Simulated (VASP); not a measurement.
Here is a VASP 6.6.1 calculation.

File INCAR:

```
ALGO     = Normal         # electronic algorithm
EDIFF    = 1E-6           # SCF threshold, eV
ENCUT    = 520            # plane-wave cutoff, eV
GGA      = CA             # functional
ISIF     = 2              # what is computed and relaxed
ISMEAR   = 0              # smearing method
LASPH    = T              # aspherical terms in the spheres
LCHARG   = F              # write CHGCAR
LREAL    = F              # projectors in reciprocal space
LWAVE    = F              # write WAVECAR
NBANDS   = 11             # bands
NELM     = 100            # most SCF steps
PREC     = Accurate       # precision mode
SIGMA    = 0.01           # smearing width, eV
```

Contents of KPOINTS:

```
k-points
0
Gamma
  6 6 6
```

POSCAR

```
BN
1.0
    1.2511217800      0.7223355000      3.3729344000
   -1.2511217800      0.7223355000      3.3729344000
    0.0000000000     -1.4446710000      3.3729344000
B N
1 1
Direct
    0.9996712000      0.9996712000      0.9996712000
    0.3327618000      0.3327618000      0.3327618000
```

Potentials or basis: VASP PAW LDA potentials, release 64 (B, N).

Launch:

```console
$ cat potpaw_LDA.64/B/POTCAR potpaw_LDA.64/N/POTCAR > POTCAR
$ mpirun -np 1 vasp_std > vasp.out
```

Task: What does it give for the band gap on the k mesh?

Result: 4.09 eV, indirect (least direct gap 4.55 eV).

Task: Predict the pressure.

Result: -3.8 GPa.

Stress tensor (GPa, compression positive):
```
-5.20  0.00  0.00
 0.00 -5.20  0.00
 0.00  0.00 -1.10
```

Caveat: the k points lie up to 0.49 Å⁻¹ apart. As with any semilocal functional, this LDA gap is likely too small.
